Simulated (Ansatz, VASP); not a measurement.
## CoO: VASP beside Ansatz

INCAR

```
SYSTEM = CoO
  PREC = Accurate
  ENCUT = 520
  EDIFF = 1E-7
  ISMEAR = 0
  SIGMA = 0.1
  LREAL = .False.
  LASPH = .True.
  NELM = 150
  ALGO = Normal
  ISIF = 2
  LWAVE = .False.
  LCHARG = .False.
  ISPIN = 2
  MAGMOM = 2.29 -2.29 -0.17 0.17
  LORBIT = 11
  LMAXMIX = 4
  GGA = PS
  NBANDS = 27
```

The input KPOINTS:

```
regular mesh
0
Gamma
  18 18 8
  0 0 0
```

POSCAR

```
CoO
1.0
    3.1976457435      0.0000000000      0.0000000000
   -1.5988228718      2.7692424462      0.0000000000
    0.0000000000      0.0000000000      5.2287097100
Co O
2 2
Direct
    0.0000000000      0.0000000000      0.0034741400
    0.3333333300      0.6666666700      0.5033624100
    0.0000000000      0.0000000000      0.3716088500
    0.3333333300      0.6666666700      0.8715556000
```

Input for Ansatz:

```yaml
crystal:
  lattice:
    - [3.1976457435, 0.0, 0.0]
    - [-1.5988228718, 2.7692424462, 0.0]
    - [0.0, 0.0, 5.22870971]
  atoms:
    - { symbol: Co, position: [0.0, 0.0, 0.00347414], spin: 2.29 }
    - { symbol: Co, position: [0.33333333, 0.66666667, 0.50336241], spin: -2.29 }
    - { symbol: O, position: [0.0, 0.0, 0.37160885], spin: -0.17 }
    - { symbol: O, position: [0.33333333, 0.66666667, 0.8715556], spin: 0.17 }
basis:
  ecutwfc: 420
kpoints:
  mp_grid: { grid: [18, 18, 8] }
hamiltonian:
  xc: pbesol
scf:
  occupations: { method: gaussian, width: 0.1 }
output:
  forces: true
  stress: true
  eigenvalues: true
  populations: true
magnetization:
  spin_polarized: true
```

Alike in both runs: task single point; functional PBEsol; k mesh 18 × 18 × 8; occupations gaussian, width 0.1 eV; collinear spin.

```csv
,VASP,Ansatz
version,VASP 6.6.1,Ansatz 0.2.0
potentials or method,"VASP PAW PBE potentials, release 64 (Co, O), cutoff 520 eV","scalar-relativistic, plane waves, PAW"
valence electrons in the cell,30,46
```

Ansatz gave:

| Item | Value |
| --- | --- |
| gap on the k mesh at the Fermi level (eV) | none |
| pressure (GPa) | -9.8 |
| traceless stress, the component that is largest in VASP (GPa) | 1.25 |
| rms of the force components (eV/Å) | 0.064 |
| net moment per atom (μB) | 0.00 |
| size of the moment on the site where the two differ most (μB) | 2.09 |

Q: What did VASP give for the same quantities?

A: gap on the k mesh at the Fermi level (eV): none; pressure (GPa): -9.9; traceless stress, the component that is largest in VASP (GPa): 1.21; rms of the force components (eV/Å): 0.061; net moment per atom (μB): 0.00; size of the moment on the site where the two differ most (μB): 2.24.

VASP's potentials were made for PBE, not for PBEsol. Site moments also hang on the region over which each program counts them. Atom by atom the forces differ by 0.003 eV/Å (rms over components). A gap of «none» marks a metal or a gap that the smearing closes. The functional is the same, so the differences come from potentials, cutoffs and numerics. VASP's potentials hold 30 valence electrons a cell and Ansatz's 46, so a difference there can come from the potentials and not from the codes.
